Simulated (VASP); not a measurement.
# Ir (P6_3/mmc) in VASP: a series of runs, part 2 of 2

VASP 6.6.1.

## (5) Single point, PBEsol (14.12 Å³/atom)

This run uses another cell than the first one, of 14.12 Å³/atom.

Contents of INCAR:

```
  PREC = Accurate
  ENCUT = 520
  EDIFF = 1E-6
  ISMEAR = -1
  SIGMA = 0.08
  LREAL = F
  LASPH = T
  NELM = 80
  ALGO = Normal
  ISIF = 2
  LWAVE = F
  LCHARG = F
  GGA = PS
  NBANDS = 16
```

Contents of KPOINTS:

```
Automatic mesh
0
Gamma
  16 16 9
```

Contents of POSCAR:

```
Ir
1.0
    2.7201297417      0.0000000000      0.0000000000
   -1.3600648708      2.3557014579      0.0000000000
    0.0000000000      0.0000000000      4.4079603801
Ir
2
Direct
    0.3333333333      0.6666666667      0.2500000000
    0.6666666667      0.3333333333      0.7500000000
```

On the command line:

```
cat potpaw_PBE.64/Ir/POTCAR > POTCAR
mpirun -np 1 vasp_std > vasp.out
```

Run time: 22 s. Hardware: 1 thread of Intel Xeon 6975P-C (Granite Rapids), shared host; peak memory 0.17 GiB.

The run converged. Its results:

- Free energy: -19.5051 eV
- Pressure: 1.0 GPa
- Band gap on the k mesh: zero (bands 9 and 10 overlap by 3.31 eV)

Stress tensor (GPa, compression positive):
```
0.93 0.00 0.00
0.00 0.93 0.00
0.00 0.00 1.00
```

Levels at points of the mesh, in eV from the Fermi level:
```
           k point  band 7  band 8  band 9  band 10  band 11  band 12
(0.00, 0.00, 0.00)   -3.23   -2.42   -2.42    -0.90     0.27     0.27
(0.50, 0.00, 0.00)   -3.03    0.71    0.98     1.13     2.94     4.40
```

Caveat: the PAW data sets were made with another functional, which shifts forces and pressure a little; spin-orbit coupling is left out, which moves the levels of the heavy elements.

## (6) Relaxation of shape and atoms at fixed volume, PBEsol

This run uses another cell than the first one, of 6.36 Å³/atom.

Contents of INCAR:

```
PREC = Accurate ; ENCUT = 600
EDIFF = 1E-6 ; ISMEAR = -1
SIGMA = 0.08 ; LREAL = F
LASPH = T ; NELM = 100
ALGO = Normal ; ISIF = 4
LWAVE = F ; LCHARG = F
GGA = PS ; IBRION = 2
NSW = 50 ; EDIFFG = -0.005
```

KPOINTS is that of step 5.

Contents of POSCAR:

```
Ir
1.0
    2.0844610784      0.0000000000      0.0000000000
   -1.0422305392      1.8051962471      0.0000000000
    0.0000000000      0.0000000000      3.3778616169
Ir
2
Direct
    0.3333333333      0.6666666667      0.2500000000
    0.6666666667      0.3333333333      0.7500000000
```

Potentials or basis: VASP PAW PBE potentials, release 64 (Ir).

On the command line:

```
cat potpaw_PBE.64/Ir/POTCAR > POTCAR
mpirun -np 1 vasp_std > vasp.out
```

OUTCAR:

```text
PREC = Accurate
   ENCUT = 600
   EDIFF = 1E-6
   ISMEAR = -1
   LREAL = F
   LASPH = T
   NELM = 100
   ISIF = 4
   GGA = PS
   IBRION = 2
   NSW = 50
   EDIFFG = -0.005

 ion  position               nearest neighbor table
   1  0.333  0.667  0.250-   2 2.07   2 2.07   2 2.07   2 2.07   2 2.07   2 2.07   2 2.94   2 2.94
                             2 2.94   2 2.94   2 2.94   2 2.94
   2  0.667  0.333  0.750-   1 2.07   1 2.07   1 2.07   1 2.07   1 2.07   1 2.07   1 2.94   1 2.94
                             1 2.94   1 2.94   1 2.94   1 2.94

  LATTYP: Found a hexagonal cell.
 ALAT       =     2.0844610784
 C/A-ratio  =     1.6204963729

  Lattice vectors:

 A1 = (   2.0844610784,   0.0000000000,   0.0000000000)
 A2 = (  -1.0422305392,   1.8051962471,   0.0000000000)
 A3 = (   0.0000000000,   0.0000000000,   3.3778616169)

Analysis of symmetry for initial positions (statically):
=====================================================================
 Subroutine PRICEL returns:
 Original cell was already a primitive cell.

 Routine SETGRP: Setting up the symmetry group for a
 hexagonal supercell.

 Subroutine GETGRP returns: Found 24 space group operations
 (whereof 12 operations were pure point group operations)
 out of a pool of 24 trial point group operations.

The static configuration has the point symmetry D_3d.
[... 345 lines left out ...]

 number of electron      18.0000001 magnetization

 Free energy of the ion-electron system (eV)
  ---------------------------------------------------
  ext. energy  EPLUGINS =         0.00000000
  ---------------------------------------------------
  free energy    TOTEN  =        27.11051742 eV

  energy without entropy =       27.12517577  energy(sigma->0) =       27.11784659

 E-fermi :  31.0612     XC(G=0): -19.1471

 val. band max:       31.0434707368   @ k =   0.1250   0.1250   0.4444
 cond. band min:      31.0633833729   @ k =   0.3750   0.0000   0.3333
 fundamental gap:      0.0199126361
 Fermi energy:        31.0612054449

 k-point     1 :       0.0000    0.0000    0.0000
  band No.  band energies     occupation
      1       9.6053      2.00000
      2      10.9155      2.00000
      3      17.9554      2.00000
      4      18.3254      2.00000
      5      18.3254      2.00000
      6      20.6306      2.00000
      7      20.6306      2.00000
      8      23.3978      2.00000
      9      23.3978      2.00000
     10      31.0375      1.14688
     11      31.0375      1.14688
     12      31.5165      0.00673
     13      40.1985      0.00000
[... 354 lines left out ...]
  band No.  band energies     occupation
      1      11.5202      2.00000
      2      12.8207      2.00000
      3      14.8854      2.00000
      4      17.1134      2.00000
      5      18.8811      2.00000
      6      21.0379      2.00000
      7      22.4258      2.00000
      8      25.5515      2.00000
      9      31.5864      0.00282
     10      32.5947      0.00000
     11      37.1939      0.00000
     12      46.6457      0.00000
     13      47.2014      0.00000

 [... further k-points ...]

------------------------ aborting loop because EDIFF is reached ----------------------------------------

  FORCE on cell =-STRESS in cart. coord.  units (eV):
  Direction    XX          YY          ZZ          XY          YZ          ZX
  --------------------------------------------------------------------------------------
  -------------------------------------------------------------------------------------
  Total      153.3627094    153.3627095    153.3736980      0.0000000     -0.0000000      0.0000000
  in kB    19331.7107837  19331.7107939  19333.0959213      0.0000000     -0.0000000      0.0000000
  external PRESSURE =   19332.1724996 kB  Pullay stress =       0.0000000 kB
[... 17 lines left out ...]
  FREE ENERGIE OF THE ION-ELECTRON SYSTEM (eV)
  ---------------------------------------------------
  free  energy   TOTEN  =        27.1105174180 eV

  energy  without entropy=       27.1251757682  energy(sigma->0) =       27.11784659

 reached required accuracy - stopping structural energy minimisation
```

CONTCAR:

```text
Ir
   1.00000000000000
     2.0763300851781676    0.0000000000000001   -0.0000000000000000
    -1.0381650425890838    1.7981546008809473   -0.0000000000000000
    -0.0000000000000000   -0.0000000000000001    3.4043691042592128
  Ir
     2
Direct
     0.3333333332999970    0.6666666667000030    0.2500000000000000
     0.6666666667000030    0.3333333332999970    0.7500000000000000

  0.00000000E+00  0.00000000E+00  0.00000000E+00
  0.00000000E+00  0.00000000E+00  0.00000000E+00
```

It took 59 s on 1 thread of Intel Xeon 6975P-C (Granite Rapids), shared host; peak memory 0.15 GiB.

The run converged, but its numbers aren't listed here, since they failed a check.

Caveat: the PAW data sets were made with another functional, which shifts forces and pressure a little; spin-orbit coupling is left out, which moves the levels of the heavy elements.
